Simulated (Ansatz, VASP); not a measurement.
# Two plane-wave programs on Si2Ni

Contents of INCAR:

```
SYSTEM = Si2Ni
PREC     = Accurate       ! precision mode
ENCUT    = 520            ! plane-wave cutoff, eV
EDIFF    = 1E-7           ! SCF threshold, eV
ISMEAR   = 0              ! smearing method
SIGMA    = 0.15           ! smearing width, eV
LREAL    = .FALSE.        ! projectors in reciprocal space
LASPH    = .TRUE.         ! aspherical terms in the spheres
NELM     = 100            ! most SCF steps
ALGO     = Normal         ! electronic algorithm
ISIF     = 2              ! what is computed and relaxed
LWAVE    = .FALSE.        ! write WAVECAR
LCHARG   = .FALSE.        ! write CHGCAR
GGA      = PE             ! functional
NBANDS   = 16             ! bands
```

Contents of KPOINTS:

```
regular mesh
0
G
  16 16 16
  0 0 0
```

File POSCAR:

```
Si2Ni
1.0
    0.0000000000      2.7234129054      2.6417105182
    2.7234129054      0.0000000000      2.6417105182
    2.7234129054      2.7234129054      0.0000000000
Si Ni
2 1
Direct
    0.2500000000      0.2500000000      0.2500000000
    0.7500000000      0.7500000000      0.7500000000
    0.0000000000      0.0000000000      0.0000000000
```

Input for Ansatz:

```yaml
crystal:
  lattice:
    - [0.0, 2.7234129054, 2.6417105182]
    - [2.7234129054, 0.0, 2.6417105182]
    - [2.7234129054, 2.7234129054, 0.0]
  atoms:
    - { symbol: Si, position: [0.25, 0.25, 0.25] }
    - { symbol: Si, position: [0.75, 0.75, 0.75] }
    - { symbol: Ni, position: [0.0, 0.0, 0.0] }
basis:
  ecutwfc: 420
kpoints:
  mp_grid: { grid: [16, 16, 16] }
hamiltonian:
  xc: pbe
scf:
  occupations: { method: gaussian, width: 0.15 }
output:
  forces: true
  stress: true
  eigenvalues: true
```

Change from the starting cell: strain +0.000 along x and y, -0.030 along z, atoms carried along.

Alike in both runs: task single point; functional PBE; k mesh 16 × 16 × 16; occupations gaussian, width 0.15 eV; no spin polarisation.

```csv
,VASP,Ansatz
version,VASP 6.6.1,Ansatz 0.2.0
potentials or method,"VASP PAW PBE potentials, release 64 (Si, Ni), cutoff 520 eV","scalar-relativistic, plane waves, PAW"
valence electrons in the cell,18,26
```

|  | VASP | Ansatz | Ansatz less VASP |
| --- | --- | --- | --- |
| gap on the k mesh at the Fermi level (eV) | none | none | - |
| pressure (GPa) | 4.5 | 4.6 | +0.06 |
| traceless stress, the component that is largest in VASP (GPa) | 1.03 | 1.05 | +0.023 |

A gap of «none» marks a metal or a gap that the smearing closes. VASP's potentials hold 18 valence electrons a cell and Ansatz's 26, so a difference there can come from the potentials and not from the codes.
